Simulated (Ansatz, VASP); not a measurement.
One calculation of NaH, two programs

```xyz
2
Lattice="3.3083 0.0000 0.0000 -1.6542 2.8651 0.0000 0.0000 0.0000 3.0251" Properties=species:S:1:pos:R:3 pbc="T T T"
Na    0.0000    1.9101    1.5126
H     1.6542    0.9550    0.0000
```

Alike in both runs: functional PBE; k mesh 12 × 12 × 10; occupations gaussian, width 0.02 eV; no spin polarisation.

Ansatz relaxed the structure, and its values are those at the end. VASP's run is a single point on that final structure, the one shown.

|  | VASP | Ansatz |
| --- | --- | --- |
| version | VASP 6.6.1 | Ansatz 0.2.0 |
| potentials or method | VASP PAW PBE potentials, release 64 (Na_pv, H), cutoff 500 eV | scalar-relativistic, plane waves, PAW |
| valence electrons in the cell | 8 | 10 |

VASP gave:

| Item | Value |
| --- | --- |
| gap on the k mesh at the Fermi level (eV) | 2.31 |
| least direct gap on the mesh (eV) | 4.32 |
| pressure (GPa) | 0.0 |

Task: What did Ansatz give for the same quantities?

Result: gap on the k mesh at the Fermi level (eV): 2.31; least direct gap on the mesh (eV): 4.33; pressure (GPa): 0.0.

VASP's potentials hold 8 valence electrons a cell and Ansatz's 10, so a difference there can come from the potentials and not from the codes.
